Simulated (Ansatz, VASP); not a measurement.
Nb: VASP beside Ansatz

```
Nb
1.0
    -1.62882    1.62882    1.62882
     1.62882   -1.62882    1.62882
     1.62882    1.62882   -1.62882
Nb
1
Direct
  0.00000 0.00000 0.00000
```

Alike in both runs: task single point; functional r2SCAN; k mesh 22 × 22 × 22; occupations fermi-dirac, width 0.1 eV; no spin polarisation.

|  | VASP | Ansatz |
| --- | --- | --- |
| version | VASP 6.6.1 | Ansatz 0.2.0 |
| potentials or method | VASP PAW PBE potentials, release 64 (Nb_sv), cutoff 520 eV | plane waves (500 eV) with PAW, scalar-relativistic |
| valence electrons in the cell | 13 | 13 |

```tsv
	VASP	Ansatz	Ansatz less VASP
pressure (GPa)	7.9	8.1	+0.19
```

VASP's potentials were made for PBE, not for r2SCAN.
